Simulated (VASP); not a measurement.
Write the native input for VASP 6.6.1 that does the following.

```yaml
Task: relaxation of cell and atoms
Functional: PBE
Potentials_or_basis: VASP PAW PBE potentials, release 64 (Si, W_sv)
Cutoff: 600 eV
k_mesh: 6 × 6 × 4
Occupations: gaussian, width 0.1 eV
Spin: no spin polarisation
Dipole_correction: no
Further_INCAR_settings: ALGO = Normal; EDIFF = 1e-06; IBRION = 2; EDIFFG = -0.04; NSW = 90; ISIF = 3
```

The structure of SiW2 lies in POSCAR:

```
SiW2
1.0
    3.0814763500      0.0000000000      0.0000000000
   -1.5407381700      2.6686368000      0.0000000000
    0.0000000000      0.0000000000      6.4154633600
Si W
1 2
Direct
    0.0000000000      0.0000000000      0.0000000000
    0.0000000000      0.0000000000      0.6990243800
    0.0000000000      0.0000000000      0.3009756200
```

The cell was generated, and may not be a known phase.

The input as run:

INCAR

```
SYSTEM = SiW2
PREC     = Accurate       ! precision mode
ENCUT    = 600            ! plane-wave cutoff, eV
EDIFF    = 1E-6           ! SCF threshold, eV
ISMEAR   = 0              ! smearing method
SIGMA    = 0.1            ! smearing width, eV
LREAL    = .False.        ! projectors in reciprocal space
LASPH    = .True.         ! aspherical terms in the spheres
NELM     = 60             ! most SCF steps
ALGO     = Normal         ! electronic algorithm
ISIF     = 3              ! what is computed and relaxed
LWAVE    = .False.        ! write WAVECAR
LCHARG   = .False.        ! write CHGCAR
GGA      = PE             ! functional
IBRION   = 2              ! ionic algorithm
NSW      = 90             ! ionic steps
EDIFFG   = -0.04          ! ionic threshold
```

KPOINTS

```
Automatic mesh
0
Gamma
  6 6 4
  0 0 0
```

Potentials or basis: VASP PAW PBE potentials, release 64 (Si, W_sv).

Launch:

```bash
$ cat potpaw_PBE.64/Si/POTCAR potpaw_PBE.64/W_sv/POTCAR > POTCAR
$ mpirun -np 1 vasp_std > vasp.out
```

It gave:

| Quantity | Value |
| --- | --- |
| Relaxed volume | 17.14 Å³/atom |
| Relaxed cell | a = 2.750 Å, b = 2.750 Å, c = 7.854 Å, α = 90.00°, β = 90.00°, γ = 120.00° |
| Space group after relaxing (to 0.1 Å) | P6/mmm (No. 191) |
| Pressure after relaxing | 0.1 GPa |
| Largest force after relaxing | 0.005 eV/Å |
| Band gap on the k mesh | zero (bands 16 and 17 overlap by 1.06 eV) |

Caveat: the k points lie up to 0.44 Å⁻¹ apart in the final cell, too coarse for converged energies and pressures of a metal; a cell axis changed by over 15 % at a fixed basis, so the end point is rough; spin-orbit coupling is left out, which moves the levels of the heavy elements.

Wall time 12 min on 1 thread of Intel(R) Xeon(R) 6975P-C (Granite Rapids) (shared host), peak memory 0.21 GiB.
